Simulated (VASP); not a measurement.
# Se (P3_121) in VASP: a series of runs, part 3 of 3

VASP 6.6.1. The steps go on from the part before.

### 5 Single point, PBE+D3(BJ) (c/a of the conventional cell at fixed volume 1.5126)

INCAR reads:

```
PREC = Accurate
ENCUT = 520
EDIFF = 1E-6
ISMEAR = 0
SIGMA = 0.05
LREAL = F
LASPH = T
NELM = 80
ALGO = Normal
ISIF = 2
LWAVE = F
LCHARG = F
GGA = PE
IVDW = 12
NBANDS = 16
```

KPOINTS reads:

```
regular mesh
0
Gamma
  9 9 8
```

POSCAR reads:

```
Se
1.0
    3.8282306585      0.0000000000      0.0000000000
   -1.9141153292      3.3153450018      0.0000000000
    0.0000000000      0.0000000000      5.7905816940
Se
3
Direct
    0.2934348538      0.0000000000      0.3333333333
    0.0000000000      0.2934348538      0.6666666667
    0.7065651462      0.7065651462      0.0000000000
```

Potentials or basis: VASP PAW PBE potentials, release 64 (Se).

Started as:

```
$ cat potpaw_PBE.64/Se/POTCAR > POTCAR
$ mpirun -np 1 vasp_std > vasp.out
```

OUTCAR:

```text
PREC = Accurate
   ENCUT = 520
   EDIFF = 1E-6
   ISMEAR = 0
   LREAL = F
   LASPH = T
   NELM = 80
   ISIF = 2
   GGA = PE
   IVDW = 12
 IVDW          = 12

 ion  position               nearest neighbor table
   1  0.293  0.000  0.333-   3 2.74   2 2.74
   2  0.000  0.293  0.667-   3 2.74   1 2.74
   3  0.707  0.707  0.000-   2 2.74   1 2.74

  LATTYP: Found a hexagonal cell.
 ALAT       =     3.8282306585
 C/A-ratio  =     1.5126000000

  Lattice vectors:

 A1 = (   3.8282306585,   0.0000000000,   0.0000000000)
 A2 = (  -1.9141153292,   3.3153450018,   0.0000000000)
 A3 = (   0.0000000000,   0.0000000000,   5.7905816940)

Analysis of symmetry for initial positions (statically):
=====================================================================
 Subroutine PRICEL returns:
 Original cell was already a primitive cell.

 Routine SETGRP: Setting up the symmetry group for a
 hexagonal supercell.

 Subroutine GETGRP returns: Found  6 space group operations
 (whereof  2 operations were pure point group operations)
 out of a pool of 24 trial point group operations.

The static configuration has the point symmetry C_2 .
 The point group associated with its full space group is D_3 .

Analysis of symmetry for dynamics (positions and initial velocities):
=====================================================================
 Subroutine PRICEL returns:
 Original cell was already a primitive cell.

 Routine SETGRP: Setting up the symmetry group for a
 hexagonal supercell.

 Subroutine GETGRP returns: Found  6 space group operations
 (whereof  2 operations were pure point group operations)
 out of a pool of 24 trial point group operations.

The dynamic configuration has the point symmetry C_2 .
 The point group associated with its full space group is D_3 .

 Subroutine INISYM returns: Found  6 space group operations
 (whereof  2 operations are pure point group operations),
 and found     1 'primitive' translations

----------------------------------------------------------------------------------------

                                     Primitive cell

  volume of cell :      73.4935

  direct lattice vectors                    reciprocal lattice vectors
     3.828230658  0.000000000  0.000000000     0.261217280  0.150813867  0.000000000
    -1.914115329  3.315345002  0.000000000     0.000000000  0.301627734  0.000000000
     0.000000000  0.000000000  5.790581694     0.000000000  0.000000000  0.172694222

  length of vectors
     3.828230658  3.828230658  5.790581694     0.301627734  0.301627734  0.172694222

  position of ions in fractional coordinates (direct lattice)
     0.293434854  0.000000000  0.333333333
     0.000000000  0.293434854  0.666666667
     0.706565146  0.706565146  0.000000000

  ion indices of the primitive-cell ions
   primitive index   ion index
                 1           1
                 2           2
                 3           3

----------------------------------------------------------------------------------------

 KPOINTS: regular mesh

Automatic generation of k-mesh.
 Grid dimensions read from file:
 generate k-points for:    9    9    8

 Generating k-lattice:

  Cartesian coordinates                     Fractional coordinates (reciprocal lattice)
     0.029024142  0.016757096  0.000000000     0.111111111  0.000000000  0.000000000
     0.000000000  0.033514193  0.000000000     0.000000000  0.111111111  0.000000000
     0.000000000  0.000000000  0.021586778     0.000000000  0.000000000  0.125000000

  Length of vectors
     0.033514193  0.033514193  0.021586778

  Shift w.r.t. Gamma in fractional coordinates (k-lattice)
     0.000000000  0.000000000  0.000000000

 Subroutine IBZKPT returns following result:
 ===========================================

 Found     81 irreducible k-points:

 Following reciprocal coordinates:
            Coordinates               Weight
  0.000000  0.000000  0.000000      1.000000
  0.111111 -0.000000  0.000000      6.000000
  0.222222  0.000000  0.000000      6.000000
  0.333333 -0.000000  0.000000      6.000000
  0.444444  0.000000  0.000000      6.000000
  0.111111  0.111111  0.000000      6.000000
[... 16 lines left out ...]
  0.222222  0.111111  0.125000     12.000000
 -0.111111  0.333333  0.125000     12.000000
 [... further k-points ...]
   k-points           NKPTS =     81   k-points in BZ     NKDIM =     81   number of bands    NBANDS=     16
   number of dos      NEDOS =    301   number of ions     NIONS =      3
   total plane-waves  NPLWV =  37632
   dimension x,y,z NGX =    28 NGY =   28 NGZ =   48
   dimension x,y,z NGXF=    56 NGYF=   56 NGZF=   96
   ions per type =               3
   NGX,Y,Z   is equivalent  to a cutoff of  12.16, 12.16, 13.78 a.u.
   NGXF,Y,Z  is equivalent  to a cutoff of  24.32, 24.32, 27.56 a.u.
 SYSTEM =  unknown system
   PREC   = accura    normal or accurate (medium, high low for compatibility)
   ISTART =      0    job   : 0-new  1-cont  2-samecut
   ICHARG =      2    charge: 1-file 2-atom 10-const
   ISPIN  =      1    spin polarized calculation?
   LNONCOLLINEAR =      F non collinear calculations
   LSORBIT =      F    spin-orbit coupling
   LASPH  =      T    aspherical Exc in radial PAW
   ENCUT  =  520.0 eV  38.22 Ry    6.18 a.u.   7.12  7.12 10.77*2*pi/ulx,y,z
   NELM   =     80;   NELMIN=  2; NELMDL= -5     # of ELM steps
   EDIFF  = 0.1E-05   stopping-criterion for ELM
   LREAL  =      F    real-space projection
   EDIFFG = 0.1E-04   stopping-criterion for IOM
   NSW    =      0    number of steps for IOM
   IBRION =     -1    ionic relax: 0-MD 1-quasi-New 2-CG
   NFREE  =      0    steps in history (QN), initial steepest desc. (CG)
   ISIF   =      2    stress and relaxation
   ISYM   =      2    0-nonsym 1-usesym 2-fastsym
   POTIM  = 0.5000    time-step for ionic-motion
   TEBEG  =    0.0;   TEEND  =   0.0 temperature during run
   PSTRESS=    0.0 pullay stress
   NELECT =      18.0000    total number of electrons
   NUPDOWN=      -1.0000    fix difference up-down
   EMIN   =  10.00;   EMAX   =-10.00  energy-range for DOS
   EFERMI =   0.00;   METHOD = LEGACY
   ISMEAR =     0;   SIGMA  =   0.05  broadening in eV -4-tet -1-fermi 0-gaus
   EFERMI_NEDOS =   21; number of points for ismear=-14 and -15
   IALGO  =     38    algorithm
   IMIX   =      4    mixing-type and parameters
     AMIX     =   0.40;   BMIX     =  1.00
     AMIX_MAG =   1.60;   BMIX_MAG =  1.00
  volume/ion in A,a.u.               =      24.50       165.32
  Fermi-wavevector in a.u.,A,eV,Ry     =   1.024274  1.935597 14.274368  1.049136
  Thomas-Fermi vector in A             =   2.158052
   LORBIT       =      0    0 simple, 1 ext, 2 COOP (PROOUT), +10 PAW based schemes
   GGA     = PE    functional components
   LHFCALC =     F    Hartree Fock is set to
   AEXX    =    0.0000 exact exchange contribution
   IVDW    =    12    specifies the selected vdW correction
   LEPSILON=     F    determine dielectric tensor
   LRPA    =     F    only Hartree local field effects (RPA)
 non-spin polarized calculation
 Gauss-broadening in eV      SIGMA  =   0.05
  energy-cutoff  :      520.00
  volume of cell :       73.49
 maximum number of plane-waves:      2010
   NGX = 15   NGY = 15   NGZ = 21

 number of electron      18.0000001 magnetization

 Free energy of the ion-electron system (eV)
  ---------------------------------------------------
  ext. energy  EPLUGINS =         0.00000000
  ---------------------------------------------------
  free energy    TOTEN  =        -9.89567695 eV

  energy without entropy =       -9.89537516  energy(sigma->0) =       -9.89552606

 E-fermi :   3.4703     XC(G=0):  -9.5780

 val. band max:        3.4495619993   @ k =   0.2222   0.2222   0.5000
 cond. band min:       3.6637714233   @ k =   0.4444   0.1111   0.5000
 fundamental gap:      0.2142094239
 Fermi energy:         3.4702882406

 k-point     1 :       0.0000    0.0000    0.0000
  band No.  band energies     occupation
      1     -11.6240      2.00000
      2      -8.4735      2.00000
      3      -8.4735      2.00000
      4       1.0901      2.00000
      5       1.0901      2.00000
      6       1.4244      2.00000
[... 433 lines left out ...]
      3      -7.9245      2.00000
      4      -1.3149      2.00000
      5      -0.8485      2.00000
      6       0.5833      2.00000
[... 8 lines left out ...]
     15      13.1192      0.00000
     16      13.4223      0.00000

 [... further k-points ...]

------------------------ aborting loop because EDIFF is reached ----------------------------------------

 Edisp (eV)   -1.06997

 E8    (eV) :    -0.4418

  FORCE on cell =-STRESS in cart. coord.  units (eV):
  Direction    XX          YY          ZZ          XY          YZ          ZX
  --------------------------------------------------------------------------------------
  -------------------------------------------------------------------------------------
  Total      -1.92120    -1.92120    -6.23345    -0.00000     0.00000     0.00000
  in kB     -41.88271   -41.88271  -135.89073    -0.00000     0.00000     0.00000
  external pressure =      -73.22 kB  Pullay stress =        0.00 kB

 VOLUME and BASIS-vectors are now :
 -----------------------------------------------------------------------------
  energy-cutoff  :      520.00
  volume of cell :       73.49
      direct lattice vectors                 reciprocal lattice vectors
     3.828230658  0.000000000  0.000000000     0.261217280  0.150813867  0.000000000
    -1.914115329  3.315345002  0.000000000     0.000000000  0.301627734  0.000000000
     0.000000000  0.000000000  5.790581694     0.000000000  0.000000000  0.172694222

 POSITION                                       TOTAL-FORCE (eV/Angst)
 -----------------------------------------------------------------------------------
      1.12334      0.00000      1.93019        -0.652581      0.000000      0.000000
     -0.56167      0.97284      3.86039         0.326290     -0.565151      0.000000
      1.35245      2.34251      0.00000         0.326290      0.565151      0.000000
 -----------------------------------------------------------------------------------
    total drift:                               -0.000000     -0.000000      0.000000

  FREE ENERGIE OF THE ION-ELECTRON SYSTEM (eV)
  ---------------------------------------------------
  free  energy   TOTEN  =       -10.9656473948 eV

  energy  without entropy=      -10.9653456050  energy(sigma->0) =      -10.96549650
```

stdout:

```text
POSCAR found type information on POSCAR Se
 POSCAR found :  1 types and       3 ions
 scaLAPACK will be used
 LDA part: xc-table for (Slater+PW92), standard interpolation
 POSCAR, INCAR and KPOINTS ok, starting setup
 FFT: planning ... GRIDC
 FFT: planning ... GRID_SOFT
 FFT: planning ... GRID
 WAVECAR not read
 entering main loop
```

Wall time 34 s (1 thread of AMD EPYC 9R45 (Zen 5), shared host); peak memory 0.2 GiB.

Results:

```yaml
Free_energy: -10.9656 eV
Pressure: -7.3 GPa
Largest_force: 0.653 eV/Å
Band_gap_on_the_k_mesh: zero (band 9 reaches 3.45 eV, above the bottom of band 10 at 3.40 eV)
Dispersion_energy_per_atom: -0.357 eV
```

Forces on the atoms (eV/Å):
```
Se  -0.653  0.000  0.000
Se   0.326 -0.565  0.000
Se   0.326  0.565  0.000
```

Caveat: pairwise dispersion overbinds metals, which lowers pressure and volume.

### 6 The runs side by side

```csv
cell,gap on the mesh (eV),pressure (GPa),largest force (eV/Å)
"a = 3.941, b = 3.941, c = 5.464 Å, angles 90.0, 90.0, 120.0°, 3 atoms",none,8.3,2.50
"a = 4.003, b = 4.003, c = 5.297 Å, angles 90.0, 90.0, 120.0°, 3 atoms",none,-6.7,0.59
"a = 3.828, b = 3.828, c = 5.791 Å, angles 90.0, 90.0, 120.0°, 3 atoms",none,-7.3,0.65
```

Some of these runs hold the atoms at other places in the same cell, which the table doesn't show; runs alike in all that it shows share one row.

Alike in all rows: task single point; level PBE+D3(BJ); potentials or basis VASP PAW PBE potentials, release 64 (Se); no spin polarisation; k mesh 9 × 9 × 8; cutoff (eV) 520; smearing gaussian 0.05 eV.

Caveats: pairwise dispersion overbinds metals, which lowers pressure and volume; forces of over 1 eV/Å act on the atoms, so gaps and moduli don't describe the material at rest (some runs).

Total energies depend on the potentials used, so only differences within one code and one set of settings carry meaning.
